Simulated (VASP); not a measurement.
# BeZn3Se4 (P3m1) in VASP: notebook

The runs below take BeZn3Se4 through single point, with PBE.

Program: VASP 6.6.1. These are calculated values, not measurements. Logs are shortened: lines on timing, memory, paths and dates and some standing lists are left out, and cuts for length are marked.

## Step 1: The cell of the first run

The structure is trigonal, space group P3m1 (No. 156). The conventional cell has a = 4.032 Å, b = 4.032 Å, c = 13.258 Å, α = 90.00°, β = 90.00°, γ = 120.00°. Be (site symmetry 3m) has 4 Se at 2.28 to 2.43 Å within 3.0 Å. Within 3.3 Å of Zn (site symmetry 3m) lie 4 Se at 2.50 to 2.52 Å. Within 3.3 Å of Zn (site symmetry 3m) lie 4 Se at 2.50 to 2.52 Å. Zn (site symmetry 3m) has 4 Se at 2.50 to 2.53 Å within 3.3 Å. Se (site symmetry 3m) has 1 Be at 2.28 Å and 3 Zn at 2.50 Å within 3.0 Å. Se (site symmetry 3m) has 4 Zn at 2.50 to 2.52 Å within 3.3 Å. Within 3.3 Å of Se (site symmetry 3m) lie 4 Zn at 2.50 to 2.52 Å. Within 3.2 Å of Se (site symmetry 3m) lie 3 Be at 2.43 Å and 1 Zn at 2.53 Å.

## Step 2: Single point, PBE (volume scaled by 1.06, then relaxed in part)

File INCAR:

```
SYSTEM = BeZn3Se4
PREC = Accurate
ENCUT = 520
EDIFF = 1E-6
ISMEAR = 0
SIGMA = 0.02
LREAL = .False.
LASPH = .True.
NELM = 80
ALGO = Normal
ISIF = 2
LWAVE = .False.
LCHARG = .False.
GGA = PE
NBANDS = 41
```

File KPOINTS:

```
regular mesh
0
Gamma
  12 12 2
  0 0 0
```

File POSCAR:

```
BeZn3Se4
1.0
    4.0316271746      0.0000000000      0.0000000000
   -2.0158135873      3.4914915518      0.0000000000
    0.0000000000      0.0000000000     13.2577952171
Be Zn Se
1 3 4
Direct
    0.3333333333      0.6666666667      0.0021239160
    0.3333333333      0.6666666667      0.5003231015
    0.6666666667      0.3333333333      0.2421375231
    0.6666666667      0.3333333333      0.7589888961
    0.3333333333      0.6666666667      0.1739969300
    0.3333333333      0.6666666667      0.6905121595
    0.6666666667      0.3333333333      0.4321924609
    0.6666666667      0.3333333333      0.9497230129
```

Potentials or basis: VASP PAW PBE potentials, release 64 (Be, Zn, Se).

Started as:

```sh
$ cat potpaw_PBE.64/Be/POTCAR potpaw_PBE.64/Zn/POTCAR potpaw_PBE.64/Se/POTCAR > POTCAR
$ mpirun -np 1 vasp_std > vasp.out
```

OUTCAR:

```text
SYSTEM = BeZn3Se4
   PREC = Accurate
   ENCUT = 520
   EDIFF = 1E-6
   ISMEAR = 0
   LREAL = .False.
   LASPH = .True.
   NELM = 80
   ISIF = 2
   GGA = PE

 ion  position               nearest neighbor table
   1  0.333  0.667  0.002-   5 2.28   8 2.43   8 2.43   8 2.43
   2  0.333  0.667  0.500-   7 2.50   7 2.50   7 2.50   6 2.52
   3  0.667  0.333  0.242-   5 2.50   5 2.50   5 2.50   7 2.52
   4  0.667  0.333  0.759-   6 2.50   6 2.50   6 2.50   8 2.53
   5  0.333  0.667  0.174-   1 2.28   3 2.50   3 2.50   3 2.50
   6  0.333  0.667  0.691-   4 2.50   4 2.50   4 2.50   2 2.52
   7  0.667  0.333  0.432-   2 2.50   2 2.50   2 2.50   3 2.52
   8  0.667  0.333  0.950-   1 2.43   1 2.43   1 2.43   4 2.53

  LATTYP: Found a hexagonal cell.
 ALAT       =     4.0316271746
 C/A-ratio  =     3.2884477267

  Lattice vectors:

 A1 = (   4.0316271746,   0.0000000000,   0.0000000000)
 A2 = (  -2.0158135873,   3.4914915518,   0.0000000000)
 A3 = (   0.0000000000,   0.0000000000,  13.2577952171)

Analysis of symmetry for initial positions (statically):
=====================================================================
 Subroutine PRICEL returns:
 Original cell was already a primitive cell.

 Routine SETGRP: Setting up the symmetry group for a
 hexagonal supercell.

 Subroutine GETGRP returns: Found  6 space group operations
 (whereof  6 operations were pure point group operations)
 out of a pool of 24 trial point group operations.

The static configuration has the point symmetry C_3v.

Analysis of symmetry for dynamics (positions and initial velocities):
=====================================================================
 Subroutine PRICEL returns:
 Original cell was already a primitive cell.

 Routine SETGRP: Setting up the symmetry group for a
 hexagonal supercell.

 Subroutine GETGRP returns: Found  6 space group operations
 (whereof  6 operations were pure point group operations)
 out of a pool of 24 trial point group operations.

The dynamic configuration has the point symmetry C_3v.

 Subroutine INISYM returns: Found  6 space group operations
 (whereof  6 operations are pure point group operations),
 and found     1 'primitive' translations

----------------------------------------------------------------------------------------

                                     Primitive cell

  volume of cell :     186.6219

  direct lattice vectors                    reciprocal lattice vectors
     4.031627175  0.000000000  0.000000000     0.248038808  0.143205273  0.000000000
    -2.015813587  3.491491552  0.000000000     0.000000000  0.286410546  0.000000000
     0.000000000  0.000000000 13.257795217     0.000000000  0.000000000  0.075427323

  length of vectors
     4.031627175  4.031627175 13.257795217     0.286410546  0.286410546  0.075427323

  position of ions in fractional coordinates (direct lattice)
     0.333333333  0.666666667  0.002123916
     0.333333333  0.666666667  0.500323102
     0.666666667  0.333333333  0.242137523
     0.666666667  0.333333333  0.758988896
     0.333333333  0.666666667  0.173996930
     0.333333333  0.666666667  0.690512160
     0.666666667  0.333333333  0.432192461
     0.666666667  0.333333333  0.949723013

  ion indices of the primitive-cell ions
   primitive index   ion index
                 1           1
                 2           2
                 3           3
                 4           4
                 5           5
                 6           6
                 7           7
                 8           8

----------------------------------------------------------------------------------------

 KPOINTS: regular mesh

Automatic generation of k-mesh.
 Grid dimensions read from file:
 generate k-points for:   12   12    2

 Generating k-lattice:

  Cartesian coordinates                     Fractional coordinates (reciprocal lattice)
     0.020669901  0.011933773  0.000000000     0.083333333  0.000000000  0.000000000
     0.000000000  0.023867545  0.000000000     0.000000000  0.083333333  0.000000000
     0.000000000  0.000000000  0.037713661     0.000000000  0.000000000  0.500000000

  Length of vectors
     0.023867545  0.023867545  0.037713661

  Shift w.r.t. Gamma in fractional coordinates (k-lattice)
     0.000000000  0.000000000  0.000000000

 Subroutine IBZKPT returns following result:
 ===========================================

 Found     38 irreducible k-points:

 Following reciprocal coordinates:
            Coordinates               Weight
  0.000000  0.000000  0.000000      1.000000
  0.083333  0.000000  0.000000      6.000000
  0.166667 -0.000000  0.000000      6.000000
  0.250000 -0.000000  0.000000      6.000000
  0.333333 -0.000000  0.000000      6.000000
  0.416667 -0.000000  0.000000      6.000000
[... 16 lines left out ...]
  0.250000 -0.000000  0.500000      6.000000
  0.333333 -0.000000  0.500000      6.000000
 [... further k-points ...]
   k-points           NKPTS =     38   k-points in BZ     NKDIM =     38   number of bands    NBANDS=     41
   number of dos      NEDOS =    301   number of ions     NIONS =      8
   total plane-waves  NPLWV =  90000
   dimension x,y,z NGX =    30 NGY =   30 NGZ =  100
   dimension x,y,z NGXF=    60 NGYF=   60 NGZF=  200
   ions per type =               1   3   4
   NGX,Y,Z   is equivalent  to a cutoff of  12.37, 12.37, 12.54 a.u.
   NGXF,Y,Z  is equivalent  to a cutoff of  24.74, 24.74, 25.08 a.u.
 SYSTEM =  BeZn3Se4
   PREC   = accura    normal or accurate (medium, high low for compatibility)
   ISTART =      0    job   : 0-new  1-cont  2-samecut
   ICHARG =      2    charge: 1-file 2-atom 10-const
   ISPIN  =      1    spin polarized calculation?
   LNONCOLLINEAR =      F non collinear calculations
   LSORBIT =      F    spin-orbit coupling
   LASPH  =      T    aspherical Exc in radial PAW
   ENCUT  =  520.0 eV  38.22 Ry    6.18 a.u.   7.50  7.50 24.65*2*pi/ulx,y,z
   NELM   =     80;   NELMIN=  2; NELMDL= -5     # of ELM steps
   EDIFF  = 0.1E-05   stopping-criterion for ELM
   LREAL  =      F    real-space projection
   EDIFFG = 0.1E-04   stopping-criterion for IOM
   NSW    =      0    number of steps for IOM
   IBRION =     -1    ionic relax: 0-MD 1-quasi-New 2-CG
   NFREE  =      0    steps in history (QN), initial steepest desc. (CG)
   ISIF   =      2    stress and relaxation
   ISYM   =      2    0-nonsym 1-usesym 2-fastsym
   POTIM  = 0.5000    time-step for ionic-motion
   TEBEG  =    0.0;   TEEND  =   0.0 temperature during run
   PSTRESS=    0.0 pullay stress
   NELECT =      62.0000    total number of electrons
   NUPDOWN=      -1.0000    fix difference up-down
   EMIN   =  10.00;   EMAX   =-10.00  energy-range for DOS
   EFERMI =   0.00;   METHOD = LEGACY
   ISMEAR =     0;   SIGMA  =   0.02  broadening in eV -4-tet -1-fermi 0-gaus
   EFERMI_NEDOS =   21; number of points for ismear=-14 and -15
   IALGO  =     38    algorithm
   IMIX   =      4    mixing-type and parameters
     AMIX     =   0.40;   BMIX     =  1.00
     AMIX_MAG =   1.60;   BMIX_MAG =  1.00
  volume/ion in A,a.u.               =      23.33       157.42
  Fermi-wavevector in a.u.,A,eV,Ry     =   1.133838  2.142644 17.491508  1.285590
  Thomas-Fermi vector in A             =   2.270542
   LORBIT       =      0    0 simple, 1 ext, 2 COOP (PROOUT), +10 PAW based schemes
   GGA     = PE    functional components
   LHFCALC =     F    Hartree Fock is set to
   AEXX    =    0.0000 exact exchange contribution
   IVDW    =     0    specifies the selected vdW correction
   LEPSILON=     F    determine dielectric tensor
   LRPA    =     F    only Hartree local field effects (RPA)
 non-spin polarized calculation
 Gauss-broadening in eV      SIGMA  =   0.02
  energy-cutoff  :      520.00
  volume of cell :      186.62
 maximum number of plane-waves:      5061
 NGX is ok and might be reduce to    30
   NGX = 15   NGY = 15   NGZ = 49

 number of electron      62.0000042 magnetization

 Free energy of the ion-electron system (eV)
  ---------------------------------------------------
  ext. energy  EPLUGINS =         0.00000000
  ---------------------------------------------------
  free energy    TOTEN  =       -26.54002421 eV

  energy without entropy =      -26.54002421  energy(sigma->0) =      -26.54002421

 E-fermi :   1.4322     XC(G=0):  -8.9550

 val. band max:        1.3468527529   @ k =   0.0000   0.0000   0.0000
 cond. band min:       2.7109249511   @ k =   0.0000   0.0000   0.0000
 fundamental gap:      1.3640721982
 Fermi energy:         1.4322082152

 k-point     1 :       0.0000    0.0000    0.0000
  band No.  band energies     occupation
      1     -11.6416      2.00000
      2     -11.3265      2.00000
      3     -11.2035      2.00000
      4     -10.8110      2.00000
      5      -5.0541      2.00000
      6      -5.0541      2.00000
[... 33 lines left out ...]
     40       7.4290      0.00000
     41       7.4295      0.00000

 k-point     2 :       0.0833    0.0000    0.0000
  band No.  band energies     occupation
      1     -11.6038      2.00000
      2     -11.2944      2.00000
      3     -11.1730      2.00000
      4     -10.7903      2.00000
      5      -5.0516      2.00000
      6      -5.0470      2.00000
[... 33 lines left out ...]
     40       7.1819      0.00000
     41       7.5796      0.00000

 k-point     3 :       0.1667   -0.0000    0.0000
  band No.  band energies     occupation
      1     -11.4957      2.00000
      2     -11.2041      2.00000
      3     -11.0877      2.00000
      4     -10.7344      2.00000
      5      -5.0415      2.00000
      6      -5.0282      2.00000
[... 33 lines left out ...]
     40       7.2763      0.00000
     41       7.7442      0.00000

 k-point     4 :       0.2500   -0.0000    0.0000
  band No.  band energies     occupation
      1     -11.3345      2.00000
      2     -11.0741      2.00000
      3     -10.9660      2.00000
      4     -10.6615      2.00000
      5      -5.0216      2.00000
      6      -5.0099      2.00000
[... 825 lines left out ...]
     40       7.1008      0.00000
     41       7.6596      0.00000

 k-point    23 :       0.2500   -0.0000    0.5000
  band No.  band energies     occupation
      1     -11.3050      2.00000
      2     -11.1702      2.00000
      3     -10.8635      2.00000
      4     -10.6975      2.00000
      5      -5.0219      2.00000
      6      -5.0108      2.00000
[... 33 lines left out ...]
     40       7.2134      0.00000
     41       7.9973      0.00000

 k-point    24 :       0.3333   -0.0000    0.5000
  band No.  band energies     occupation
      1     -11.1294      2.00000
      2     -11.0040      2.00000
      3     -10.7674      2.00000
      4     -10.6207      2.00000
      5      -5.0104      2.00000
      6      -4.9850      2.00000
[... 33 lines left out ...]
     40       7.5314      0.00000
     41       8.2128      0.00000

 [... further k-points ...]
[... 5 lines left out ...]
  --------------------------------------------------------------------------------------
  -------------------------------------------------------------------------------------
  Total       -3.3942849     -3.3942849     -3.3578709     -0.0000000     -0.0000000      0.0000000
  in kB      -29.1404470    -29.1404470    -28.8278273     -0.0000000     -0.0000000      0.0000000
  external PRESSURE =     -29.0362405 kB  Pullay stress =       0.0000000 kB

 VOLUME and BASIS-vectors are now :
 -----------------------------------------------------------------------------
  energy-cutoff  :      520.00
  volume of cell :      186.62
      direct lattice vectors                 reciprocal lattice vectors
     4.031627175  0.000000000  0.000000000     0.248038808  0.143205273  0.000000000
    -2.015813587  3.491491552  0.000000000     0.000000000  0.286410546  0.000000000
     0.000000000  0.000000000 13.257795217     0.000000000  0.000000000  0.075427323

 POSITION                                       TOTAL-FORCE (eV/Angst)
 -----------------------------------------------------------------------------------
     -0.00000      2.32766      0.02816        -0.000000      0.000000     -0.003482
     -0.00000      2.32766      6.63318        -0.000000      0.000000     -0.000971
      2.01581      1.16383      3.21021        -0.000000      0.000000     -0.001090
      2.01581      1.16383     10.06252         0.000000     -0.000000      0.001594
     -0.00000      2.32766      2.30682        -0.000000     -0.000000     -0.010022
     -0.00000      2.32766      9.15467         0.000000      0.000000      0.000973
      2.01581      1.16383      5.72992        -0.000000      0.000000      0.001775
      2.01581      1.16383     12.59123        -0.000000      0.000000      0.011224
 -----------------------------------------------------------------------------------
    total drift:                                0.000000     -0.000000     -0.001962

  FREE ENERGIE OF THE ION-ELECTRON SYSTEM (eV)
  ---------------------------------------------------
  free  energy   TOTEN  =       -26.5400242130 eV

  energy  without entropy=      -26.5400242130  energy(sigma->0) =      -26.54002421
```

Wall time 3.8 min (1 thread of Intel Xeon 6975P-C (Granite Rapids), shared host); peak memory 0.44 GiB.

Results:

| Item | Value |
| --- | --- |
| Free energy | -26.5400 eV |
| Pressure | -2.9 GPa |
| Largest force | 0.011 eV/Å |
| Band gap on the k mesh | 1.36 eV, direct |

Forces in eV/Å, atoms in the order of the input:
```
Be   0.000  0.000 -0.003
Zn   0.000  0.000 -0.001
Zn   0.000  0.000 -0.001
Zn   0.000  0.000  0.002
Se   0.000  0.000 -0.010
Se   0.000  0.000  0.001
Se   0.000  0.000  0.002
Se   0.000  0.000  0.011
```

## Step 3: Single point, PBE (volume scaled by 1.10, then relaxed in part)

File INCAR:

```
SYSTEM = BeZn3Se4
  ALGO = Normal
  EDIFF = 1E-6
  ENCUT = 520
  GGA = PE
  ISIF = 2
  ISMEAR = 0
  LASPH = .True.
  LCHARG = .False.
  LREAL = .False.
  LWAVE = .False.
  NBANDS = 41
  NELM = 60
  PREC = Accurate
  SIGMA = 0.02
```

File KPOINTS:

```
k-points
0
Gamma
  12 12 2
  0 0 0
```

File POSCAR:

```
BeZn3Se4
1.0
    4.0844125351      0.0000000000      0.0000000000
   -2.0422062675      3.5372050149      0.0000000000
    0.0000000000      0.0000000000     13.4047788468
Be Zn Se
1 3 4
Direct
    0.3333333333      0.6666666667      0.0027445215
    0.3333333333      0.6666666667      0.4999996730
    0.6666666667      0.3333333333      0.2418288729
    0.6666666667      0.3333333333      0.7585855710
    0.3333333333      0.6666666667      0.1742835790
    0.3333333333      0.6666666667      0.6906010705
    0.6666666667      0.3333333333      0.4323039398
    0.6666666667      0.3333333333      0.9496507723
```

Potentials or basis: VASP PAW PBE potentials, release 64 (Be, Zn, Se).

Started as:

```sh
$ cat potpaw_PBE.64/Be/POTCAR potpaw_PBE.64/Zn/POTCAR potpaw_PBE.64/Se/POTCAR > POTCAR
$ mpirun -np 1 vasp_std > vasp.out
```

Run time: 3.3 min. Hardware: 1 thread of Intel Xeon 6975P-C (Granite Rapids), shared host; peak memory 0.43 GiB.

The run converged. Its results:

```yaml
Free_energy: -26.3758 eV
Pressure: -4.5 GPa
Largest_force: 0.010 eV/Å
Band_gap_on_the_k_mesh: 1.22 eV, direct
```

Forces on the atoms (eV/Å):
```
Be   0.000  0.000 -0.003
Zn   0.000  0.000 -0.001
Zn   0.000  0.000 -0.002
Zn   0.000  0.000  0.003
Se   0.000  0.000 -0.010
Se   0.000  0.000  0.001
Se   0.000  0.000  0.002
Se   0.000  0.000  0.010
```

Levels at points of the mesh, in eV from the valence-band top:
```tsv
k point	band 28	band 29	band 30	band 31	band 32	band 33	band 34	band 35
(0.00, 0.00, 0.00)	-0.35	-0.20	0.00	0.00	1.22	2.42	2.75	2.87
(0.50, 0.00, 0.00)	-1.47	-1.36	-1.32	-0.77	2.66	2.97	3.17	3.58
(0.00, 0.00, 0.50)	-0.20	-0.20	-0.07	-0.07	2.09	2.31	2.57	2.70
(0.50, 0.00, 0.50)	-1.46	-1.17	-1.01	-0.93	2.57	2.90	3.23	3.42
```
